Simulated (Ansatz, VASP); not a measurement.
# One calculation of TiSi6, two programs

```
Ti Si
1.0
     5.82652    0.00000    0.00000
     0.00000    5.82652    0.00000
     0.00000    0.00000    5.82652
Ti Si
1 6
Direct
  0.00000 0.00000 0.00000
  0.19918 0.50000 0.50000
  0.50000 0.19918 0.50000
  0.80082 0.50000 0.50000
  0.50000 0.80082 0.50000
  0.50000 0.50000 0.19918
  0.50000 0.50000 0.80082
```

Change from the starting cell: species swapped into the LaB6 type (Pm-3m, No. 221).

Alike in both runs: functional PBE; k mesh 6 × 6 × 6; occupations gaussian, width 0.1 eV; collinear spin.

Ansatz relaxed the structure, and its values are those at the end. VASP's run is a single point on that final structure, the one shown.

|  | VASP | Ansatz |
| --- | --- | --- |
| version | VASP 6.6.1 | Ansatz 0.2.0 |
| potentials or method | VASP PAW PBE potentials, release 64 (Ti_sv, Si), cutoff 520 eV | scalar-relativistic, plane waves, PAW |
| valence electrons in the cell | 36 | 36 |

Ansatz gave:

- gap on the k mesh at the Fermi level (eV): none
- pressure (GPa): 0.0
- rms of the force components (eV/Å): 0.002
- net moment per atom (μB): 0.39
- size of the moment on the site where the two differ most (μB): 2.60

**Question.** Estimate VASP's values.

**Answer.** gap on the k mesh at the Fermi level (eV): none; pressure (GPa): -1.0; rms of the force components (eV/Å): 0.017; net moment per atom (μB): 0.00; size of the moment on the site where the two differ most (μB): 0.00.

The net moments are unlike, so the other rows may belong to different states. Site moments also hang on the region over which each program counts them. A gap of «none» marks a metal or a gap that the smearing closes. Ansatz's warnings: given moment on shells.
